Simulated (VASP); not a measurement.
Here is a VASP 6.6.1 calculation.

INCAR

```
PREC     = Accurate       # precision mode
ENCUT    = 520            # plane-wave cutoff, eV
EDIFF    = 1E-7           # SCF threshold, eV
ISMEAR   = 0              # smearing method
SIGMA    = 0.1            # smearing width, eV
LREAL    = Auto         
LASPH    = T              # aspherical terms in the spheres
NELM     = 100            # most SCF steps
ALGO     = Normal         # electronic algorithm
ISIF     = 2              # what is computed and relaxed
LWAVE    = F              # write WAVECAR
LCHARG   = F              # write CHGCAR
LDIPOL   = T            
IDIPOL   = 3            
DIPOL    = 0.5 0.5 0.298
GGA      = PE             # functional
NBANDS   = 58             # bands
```

Contents of KPOINTS:

```
Automatic mesh
0
Gamma
  4 3 1
```

The input POSCAR:

```
HC10
1.0
    8.5436715410      0.0000000000      0.0000000000
   -2.1359178852      8.6110540228      0.0000000000
    0.0000000000      0.0000000000     22.7788015587
C H
20 2
Direct
    0.0782061927      0.9794914374      0.1756018634
    0.5782061927      0.9794914374      0.1756018634
    0.4115395260      0.9794914374      0.1756018634
    0.9115395260      0.9794914374      0.1756018634
    0.3230790520      0.9589828748      0.2291807119
    0.8230790520      0.9589828748      0.2291807119
    0.1564123854      0.9589828748      0.2291807119
    0.6564123854      0.9589828748      0.2291807119
    0.0669021191      0.9383827998      0.2826780623
    0.5669021191      0.9383827998      0.2826780623
    0.4022889535      0.9383826011      0.2826780666
    0.9022889535      0.9383826011      0.2826780666
    0.3111130358      0.9176686260      0.3364248459
    0.8111130358      0.9176686260      0.3364248459
    0.1477209834      0.9176686383      0.3364247639
    0.6477209834      0.9176686383      0.3364247639
    0.0473696299      0.8987954532      0.3853929922
    0.5473696299      0.8987954532      0.3853929922
    0.4020260968      0.8987947219      0.3853934781
    0.9020260968      0.8987947219      0.3853934781
    0.1755985266      0.2321282990      0.4613407981
    0.3920160224      0.2321282990      0.4613407981
```

Potentials or basis: VASP PAW PBE potentials, release 64 (C, H).

Run with:

```sh
$ cat potpaw_PBE.64/C/POTCAR potpaw_PBE.64/H/POTCAR > POTCAR
$ mpirun -np 1 vasp_std > vasp.out
```

(1) Estimate the largest force.

(2) Estimate the band gap on the k mesh.

Answers

(1) 6.911 eV/Å.

(2) 0.26 eV (least direct gap 0.37 eV).
